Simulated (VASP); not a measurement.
# Si: single point with PBE

Si:

```
CELL_PARAMETERS angstrom
0.00000 2.72185 2.72185
2.72185 0.00000 2.72185
2.72185 2.72185 0.00000
ATOMIC_POSITIONS crystal
Si 0.50000 0.50000 0.50000
Si 0.75000 0.75000 0.75000
```

```yaml
Program: VASP 6.6.1
Task: single point
Functional: PBE
Potentials_or_basis: VASP PAW PBE potentials, release 64 (Si)
Cutoff: 520 eV
k_mesh: 8 × 8 × 8
Occupations: gaussian, width 0.021 eV
Spin: no spin polarisation
```

```json
{
 "Pressure": "1.3 GPa",
 "Band gap on the k mesh": "0.63 eV, indirect (least direct gap 2.56 eV)"
}
```

Levels at points of the mesh, in eV from the valence-band top:
```tsv
k point	band 1	band 2	band 3	band 4	band 5	band 6	band 7	band 8	band 9
(0.00, 0.00, 0.00)	-11.91	0.00	0.00	0.00	2.56	2.56	2.56	3.29	7.72
(0.50, 0.00, 0.00)	-9.60	-6.93	-1.19	-1.19	1.51	3.34	3.34	7.72	10.53
(0.50, 0.50, 0.00)	-7.79	-7.79	-2.83	-2.83	0.72	0.72	10.05	10.05	10.95
```

Run time: 13 s on 1 thread of AMD EPYC 9R45 (Zen 5), on a shared host, peak memory 0.12 GiB.

A k mesh can miss the band edges. As with any semilocal functional, this PBE gap is likely too small.
